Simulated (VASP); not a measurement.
# Li (R-3m) in VASP: density of states with PBE

Aim: the density of states of Li with PBE.

Everything below comes from runs of VASP 6.6.1. Logs are shortened: lines on timing, memory, paths and dates and some standing lists are left out, and cuts for length are marked.

## Step 1: The cell of the first run

Symmetry: R-3m, No. 166, trigonal system. The conventional cell has a = 3.051 Å, b = 3.051 Å, c = 7.531 Å, α = 90.00°, β = 90.00°, γ = 120.00°. Li (site symmetry -3m) has 12 Li at 3.05 to 3.07 Å within 4.0 Å.

## Step 2: Density of states, PBE

POSCAR

```
Li
1.0
    1.5252833556     -0.8806227560      5.0204062935
    0.0000000000      1.7612455118      5.0204062935
   -1.5252833556     -0.8806227560      5.0204062935
Li
2
Direct
    0.2499964156      0.2499964156      0.2499964156
   -0.2499964156     -0.2499964156     -0.2499964156
```

INCAR.step1

```
ALGO     = Normal         # electronic algorithm
EDIFF    = 1E-6           # SCF threshold, eV
ENCUT    = 520            # plane-wave cutoff, eV
GGA      = PE             # functional
ISIF     = 2              # what is computed and relaxed
ISMEAR   = -1             # smearing method
LASPH    = True           # aspherical terms in the spheres
LCHARG   = True           # write CHGCAR
LREAL    = False          # projectors in reciprocal space
LWAVE    = False          # write WAVECAR
NBANDS   = 10             # bands
NELM     = 80             # most SCF steps
PREC     = Accurate       # precision mode
SIGMA    = 0.08           # smearing width, eV
```

KPOINTS.step1

```
k-points
0
Gamma
  13 13 13
```

INCAR.step2

```
ALGO     = Normal         # electronic algorithm
EDIFF    = 1E-6           # SCF threshold, eV
ENCUT    = 520            # plane-wave cutoff, eV
GGA      = PE             # functional
ICHARG   = 11             # starting density
ISIF     = 2              # what is computed and relaxed
ISMEAR   = -5             # smearing method
LASPH    = True           # aspherical terms in the spheres
LCHARG   = False          # write CHGCAR
LORBIT   = 10             # projections on sites
LREAL    = False          # projectors in reciprocal space
LWAVE    = False          # write WAVECAR
NBANDS   = 10             # bands
NEDOS    = 2001           # points of the DOS
NELM     = 80             # most SCF steps
PREC     = Accurate       # precision mode
SIGMA    = 0.08           # smearing width, eV
```

KPOINTS.step2

```
k-points
0
Gamma
  20 20 20
```

Potentials or basis: VASP PAW PBE potentials, release 64 (Li_sv).

Started as:

```
cat potpaw_PBE.64/Li_sv/POTCAR > POTCAR
cp INCAR.step1 INCAR
cp KPOINTS.step1 KPOINTS
mpirun -np 1 vasp_std > vasp.out
cp INCAR.step2 INCAR
cp KPOINTS.step2 KPOINTS
mpirun -np 1 vasp_std > vasp.out
```

OUTCAR:

```text
EDIFF = 1E-6
   ENCUT = 520
   GGA = PE
   ICHARG = 11
   ISIF = 2
   ISMEAR = -5
   LASPH = True
   LORBIT = 10
   LREAL = False
   NELM = 80
   PREC = Accurate

 ion  position               nearest neighbor table
   1  0.250  0.250  0.250-
   2  0.750  0.750  0.750-

  LATTYP: Found a trigonal (rhomboedric) cell.
 ALAT       =     5.3203820450
 COS(alpha) =     0.8356213461

  Lattice vectors:

 A1 = (   1.5252833556,  -0.8806227560,   5.0204062935)
 A2 = (   0.0000000000,   1.7612455118,   5.0204062935)
 A3 = (  -1.5252833556,  -0.8806227560,   5.0204062935)

Analysis of symmetry for initial positions (statically):
=====================================================================
 Subroutine PRICEL returns:
 Original cell was already a primitive cell.

 Routine SETGRP: Setting up the symmetry group for a
 trigonal (rhombohedral) supercell.

 Subroutine GETGRP returns: Found 12 space group operations
 (whereof 12 operations were pure point group operations)
 out of a pool of 12 trial point group operations.

The static configuration has the point symmetry D_3d.

Analysis of symmetry for dynamics (positions and initial velocities):
=====================================================================
 Subroutine PRICEL returns:
 Original cell was already a primitive cell.

 Routine SETGRP: Setting up the symmetry group for a
 trigonal (rhombohedral) supercell.

 Subroutine GETGRP returns: Found 12 space group operations
 (whereof 12 operations were pure point group operations)
 out of a pool of 12 trial point group operations.

The dynamic configuration has the point symmetry D_3d.

 Subroutine INISYM returns: Found 12 space group operations
 (whereof 12 operations are pure point group operations),
 and found     1 'primitive' translations

----------------------------------------------------------------------------------------

                                     Primitive cell

  volume of cell :      40.4604

  direct lattice vectors                    reciprocal lattice vectors
     1.525283356 -0.880622756  5.020406293     0.327807943 -0.189260004  0.066395689
     0.000000000  1.761245512  5.020406293     0.000000000  0.378520009  0.066395689
    -1.525283356 -0.880622756  5.020406293    -0.327807943 -0.189260004  0.066395689

  length of vectors
     5.320382045  5.320382045  5.320382045     0.384299082  0.384299082  0.384299082

  position of ions in fractional coordinates (direct lattice)
     0.249996416  0.249996416  0.249996416
     0.750003584  0.750003584  0.750003584

  ion indices of the primitive-cell ions
   primitive index   ion index
                 1           1
                 2           2

----------------------------------------------------------------------------------------

 KPOINTS: k-points

Automatic generation of k-mesh.
 Grid dimensions read from file:
 generate k-points for:   20   20   20

 Generating k-lattice:

  Cartesian coordinates                     Fractional coordinates (reciprocal lattice)
     0.016390397 -0.009463000  0.003319784     0.050000000 -0.000000000  0.000000000
     0.000000000  0.018926000  0.003319784     0.000000000  0.050000000  0.000000000
    -0.016390397 -0.009463000  0.003319784     0.000000000 -0.000000000  0.050000000

  Length of vectors
     0.019214954  0.019214954  0.019214954

  Shift w.r.t. Gamma in fractional coordinates (k-lattice)
     0.000000000  0.000000000  0.000000000

 TETIRR: Found   4000 inequivalent tetrahedra from    48000

 Subroutine IBZKPT returns following result:
 ===========================================

 Found    781 irreducible k-points:

 Following reciprocal coordinates:
            Coordinates               Weight
  0.000000  0.000000  0.000000      1.000000
  0.050000  0.000000 -0.000000      6.000000
  0.100000 -0.000000  0.000000      6.000000
  0.150000  0.000000 -0.000000      6.000000
  0.200000 -0.000000  0.000000      6.000000
  0.250000 -0.000000 -0.000000      6.000000
[... 16 lines left out ...]
 -0.400000  0.050000 -0.000000     12.000000
 -0.350000  0.050000  0.000000     12.000000
 [... further k-points ...]
   k-points           NKPTS =    781   k-points in BZ     NKDIM =    781   number of bands    NBANDS=     10
   number of dos      NEDOS =   2001   number of ions     NIONS =      2
   total plane-waves  NPLWV =  64000
   dimension x,y,z NGX =    40 NGY =   40 NGZ =   40
   dimension x,y,z NGXF=    80 NGYF=   80 NGZF=   80
   ions per type =               2
   NGX,Y,Z   is equivalent  to a cutoff of  12.50, 12.50, 12.50 a.u.
   NGXF,Y,Z  is equivalent  to a cutoff of  25.00, 25.00, 25.00 a.u.
 SYSTEM =  unknown system
   PREC   = accura    normal or accurate (medium, high low for compatibility)
   ISTART =      0    job   : 0-new  1-cont  2-samecut
   ICHARG =     11    charge: 1-file 2-atom 10-const
   ISPIN  =      1    spin polarized calculation?
   LNONCOLLINEAR =      F non collinear calculations
   LSORBIT =      F    spin-orbit coupling
   LASPH  =      T    aspherical Exc in radial PAW
   ENCUT  =  520.0 eV  38.22 Ry    6.18 a.u.   9.89  9.89  9.89*2*pi/ulx,y,z
   NELM   =     80;   NELMIN=  2; NELMDL=  0     # of ELM steps
   EDIFF  = 0.1E-05   stopping-criterion for ELM
   LREAL  =      F    real-space projection
   EDIFFG = 0.1E-04   stopping-criterion for IOM
   NSW    =      0    number of steps for IOM
   IBRION =     -1    ionic relax: 0-MD 1-quasi-New 2-CG
   NFREE  =      0    steps in history (QN), initial steepest desc. (CG)
   ISIF   =      2    stress and relaxation
   ISYM   =      2    0-nonsym 1-usesym 2-fastsym
   POTIM  = 0.5000    time-step for ionic-motion
   TEBEG  =    0.0;   TEEND  =   0.0 temperature during run
   PSTRESS=    0.0 pullay stress
   NELECT =       6.0000    total number of electrons
   NUPDOWN=      -1.0000    fix difference up-down
   EMIN   =  10.00;   EMAX   =-10.00  energy-range for DOS
   EFERMI =   0.00;   METHOD = LEGACY
   ISMEAR =    -5;   SIGMA  =   0.08  broadening in eV -4-tet -1-fermi 0-gaus
   EFERMI_NEDOS =   21; number of points for ismear=-14 and -15
   IALGO  =     38    algorithm
   IMIX   =      4    mixing-type and parameters
     AMIX     =   0.40;   BMIX     =  1.00
     AMIX_MAG =   1.60;   BMIX_MAG =  1.00
  volume/ion in A,a.u.               =      20.23       136.52
  Fermi-wavevector in a.u.,A,eV,Ry     =   0.866526  1.637497 10.216176  0.750868
  Thomas-Fermi vector in A             =   1.984928
   LORBIT       =     10    0 simple, 1 ext, 2 COOP (PROOUT), +10 PAW based schemes
   GGA     = PE    functional components
   LHFCALC =     F    Hartree Fock is set to
   AEXX    =    0.0000 exact exchange contribution
   IVDW    =     0    specifies the selected vdW correction
   LEPSILON=     F    determine dielectric tensor
   LRPA    =     F    only Hartree local field effects (RPA)
 non-spin polarized calculation
 Fermi weights with tetrahedron method with Bloechl corrections
  energy-cutoff  :      520.00
  volume of cell :       40.46
 maximum number of plane-waves:      1106

 number of electron       6.0000007 magnetization

 Free energy of the ion-electron system (eV)
  ---------------------------------------------------
  ext. energy  EPLUGINS =         0.00000000
  ---------------------------------------------------
  free energy    TOTEN  =        -3.81248063 eV

  energy without entropy =       -3.81248063  energy(sigma->0) =       -3.81248063

 E-fermi :   0.6313     XC(G=0):  -7.0489

 val. band max:        0.6325281565   @ k =  -0.4500  -0.4500   0.0500
 cond. band min:       0.6242825819   @ k =   0.5000   0.1000  -0.0000
 fundamental gap:     -0.0082455746
 Fermi energy:         0.6312521053

 k-point     1 :       0.0000    0.0000    0.0000
  band No.  band energies     occupation
      1     -45.8947      2.00000
      2     -45.8772      2.00000
      3      -2.9324      2.00000
      4       0.5710      2.00000
      5       3.5011      0.00000
      6      13.3642      0.00000
      7      13.3642      0.00000
      8      14.8846      0.00000
      9      15.0579      0.00000
     10      15.0579      0.00000

 k-point     2 :       0.0500    0.0000   -0.0000
  band No.  band energies     occupation
      1     -45.8942      2.00000
      2     -45.8770      2.00000
      3      -2.8911      2.00000
      4       0.6159      1.29270
      5       3.5277      0.00000
      6      13.0361      0.00000
      7      13.1791      0.00000
      8      14.6102      0.00000
      9      14.7986      0.00000
     10      14.9479      0.00000

 k-point     3 :       0.1000   -0.0000    0.0000
  band No.  band energies     occupation
      1     -45.8930      2.00000
      2     -45.8764      2.00000
      3      -2.7673      2.00000
      4       0.7499     -0.07774
      5       3.6062      0.00000
      6      12.1045      0.00000
      7      12.7424      0.00000
      8      13.6743      0.00000
      9      14.2039      0.00000
     10      14.9354      0.00000
[... 248 lines left out ...]
 k-point    23 :      -0.4000    0.0500   -0.0000
  band No.  band energies     occupation
      1     -45.8764      2.00000
      2     -45.8719      2.00000
      3       0.0485      2.08022
      4       2.3641      0.00000
      5       4.0737      0.00000
      6       6.1279      0.00000
      7       7.6115      0.00000
      8      10.2320      0.00000
      9      10.3725      0.00000
     10      11.1645      0.00000

 k-point    24 :      -0.3500    0.0500    0.0000
  band No.  band energies     occupation
      1     -45.8788      2.00000
      2     -45.8718      2.00000
      3      -0.6009      2.00000
      4       2.7984      0.00000
      5       3.6831      0.00000
      6       7.0831      0.00000
      7       7.2470      0.00000
      8      10.3307      0.00000
      9      10.8370      0.00000
     10      12.1619      0.00000

 [... further k-points ...]

------------------------ aborting loop because EDIFF is reached ----------------------------------------

  FORCE on cell =-STRESS in cart. coord.  units (eV):
  Direction    XX          YY          ZZ          XY          YZ          ZX
  --------------------------------------------------------------------------------------
  -------------------------------------------------------------------------------------
  Total       -0.0027336     -0.0027336     -0.0508245     -0.0000000      0.0000000      0.0000000
  in kB       -0.1082459     -0.1082459     -2.0125796     -0.0000000      0.0000000      0.0000000
  external PRESSURE =      -0.7430238 kB  Pullay stress =       0.0000000 kB

 VOLUME and BASIS-vectors are now :
 -----------------------------------------------------------------------------
  energy-cutoff  :      520.00
  volume of cell :       40.46
      direct lattice vectors                 reciprocal lattice vectors
     1.525283356 -0.880622756  5.020406293     0.327807943 -0.189260004  0.066395689
     0.000000000  1.761245512  5.020406293     0.000000000  0.378520009  0.066395689
    -1.525283356 -0.880622756  5.020406293    -0.327807943 -0.189260004  0.066395689

 POSITION                                       TOTAL-FORCE (eV/Angst)
 -----------------------------------------------------------------------------------
      0.00000     -0.00000      3.76525         0.000000     -0.000000      0.000577
      0.00000     -0.00000     11.29597         0.000000      0.000000     -0.000577
 -----------------------------------------------------------------------------------
    total drift:                               -0.000000     -0.000000      0.000000

  FREE ENERGIE OF THE ION-ELECTRON SYSTEM (eV)
  ---------------------------------------------------
  free  energy   TOTEN  =        -3.8124806283 eV

  energy  without entropy=       -3.8124806283  energy(sigma->0) =       -3.81248063

 total charge

# of ion       s       p       d       tot
------------------------------------------
    1        2.033   0.041   0.000   2.074
    2        2.033   0.041   0.000   2.074
--------------------------------------------------
tot          4.066   0.083   0.000   4.148
```

It took 2.6 min on 1 thread of Intel Xeon 6975P-C (Granite Rapids), shared host; peak memory 0.4 GiB.

Results:

```yaml
Valence_electrons_inside_the_program's_atomic_spheres: Li 2.07
```

Caveat: the cutoff is under 1.25 times the usual one of these potentials, so pressure, stress and relaxed cells hold a basis-set (Pulay) error; tetrahedron occupations give inexact forces and stress in metals.
